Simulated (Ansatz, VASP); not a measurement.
BiBrO: VASP beside Ansatz

Contents of INCAR:

```
SYSTEM = BiBrO
PREC = Accurate
ENCUT = 520
EDIFF = 1E-7
ISMEAR = 0
SIGMA = 0.05
LREAL = .FALSE.
LASPH = .TRUE.
NELM = 80
ALGO = Normal
ISIF = 2
LWAVE = .FALSE.
LCHARG = .FALSE.
NBANDS = 37
```

The input KPOINTS:

```
Automatic mesh
0
G
  8 8 4
  0 0 0
```

The input POSCAR:

```
BiBrO
1.0
    3.8826151614      0.0000000000      0.0000000000
    0.0000000000      3.8826151614      0.0000000000
    0.0000000000      0.0000000000      7.4924000000
Bi Br O
2 2 2
Direct
    0.0000000000      0.5000000000      0.1575579020
    0.5000000000      0.0000000000      0.8424420980
    0.0000000000      0.5000000000      0.6517216503
    0.5000000000      0.0000000000      0.3482783497
    0.0000000000      0.0000000000      0.0000000000
    0.5000000000      0.5000000000      0.0000000000
```

Input for Ansatz:

```yaml
crystal:
  lattice:
    - [3.8826151614, 0.0, 0.0]
    - [0.0, 3.8826151614, 0.0]
    - [0.0, 0.0, 7.4924]
  atoms:
    - { symbol: Bi, position: [0.0, 0.5, 0.157557902] }
    - { symbol: Bi, position: [0.5, 0.0, 0.842442098] }
    - { symbol: Br, position: [0.0, 0.5, 0.6517216503] }
    - { symbol: Br, position: [0.5, 0.0, 0.3482783497] }
    - { symbol: O, position: [0.0, 0.0, 0.0] }
    - { symbol: O, position: [0.5, 0.5, 0.0] }
basis:
  ecutwfc: 520.0
kpoints:
  mp_grid: { grid: [8, 8, 4] }
hamiltonian:
  xc: lda
  pseudopotentials: { kind: paw }
scf:
  occupations: { method: gaussian, width: 0.05 }
output:
  forces: true
  stress: true
  eigenvalues: true
```

Alike in both runs: task single point; functional LDA; k mesh 8 × 8 × 4; occupations gaussian, width 0.05 eV; no spin polarisation.

```csv
,VASP,Ansatz
version,VASP 6.6.1,Ansatz 0.2.0
potentials or method,"VASP PAW LDA potentials, release 64 (Bi_d, Br, O), cutoff 520 eV","scalar-relativistic, plane waves, PAW"
valence electrons in the cell,56,56
```

```csv
,VASP,Ansatz,Ansatz less VASP
gap on the k mesh at the Fermi level (eV),1.87,1.89,+0.019
least direct gap on the mesh (eV),2.02,2.03,+0.011
pressure (GPa),5.1,4.7,-0.37
"traceless stress, the component that is largest in VASP (GPa)",0.92,0.99,+0.072
rms of the force components (eV/Å),0.330,0.300,-0.0301
```

LDA's correlation is that of Perdew and Zunger in VASP and of Perdew and Wang (1992) in Ansatz. Atom by atom the forces differ by 0.031 eV/Å (rms over components).

Spin-orbit coupling is off throughout.
